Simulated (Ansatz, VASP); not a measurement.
AgCl: VASP beside Ansatz

```
CELL_PARAMETERS angstrom
0.00000 2.77315 2.68996
2.77315 0.00000 2.68996
2.77315 2.77315 0.00000
ATOMIC_POSITIONS crystal
Ag 0.50000 0.50000 0.50000
Cl 0.00000 0.00000 0.00000
```

Change from the starting cell: zz strain of -3 %, crystal datasets.

Alike in both runs: task electric field gradients; functional PBE; k mesh 8 × 8 × 8; occupations fermi-dirac, width 0.02 eV; no spin polarisation.

|  | VASP | Ansatz |
| --- | --- | --- |
| version | VASP 6.6.1 | Ansatz 0.2.0 |
| potentials or method | VASP PAW PBE potentials, release 64 (Ag, Cl), cutoff 520 eV | all-electron PAW with datasets made for the crystal, scalar-relativistic |

VASP gave:

| Quantity | Value |
| --- | --- |
| gap on the k mesh at the Fermi level (eV) | 0.81 |
| pressure (GPa) | 3.2 |
| traceless stress, the component that is largest in VASP (GPa) | 0.71 |
| size of Vzz on the site where it differs most (V/Å²) | 18.7 |

Question: Which values does Ansatz return?

Answer: gap on the k mesh at the Fermi level (eV): 0.82; pressure (GPa): 3.4; traceless stress, the component that is largest in VASP (GPa): 0.73; size of Vzz on the site where it differs most (V/Å²): 15.7.

Ansatz ran all-electron here, and VASP with PAW potentials.
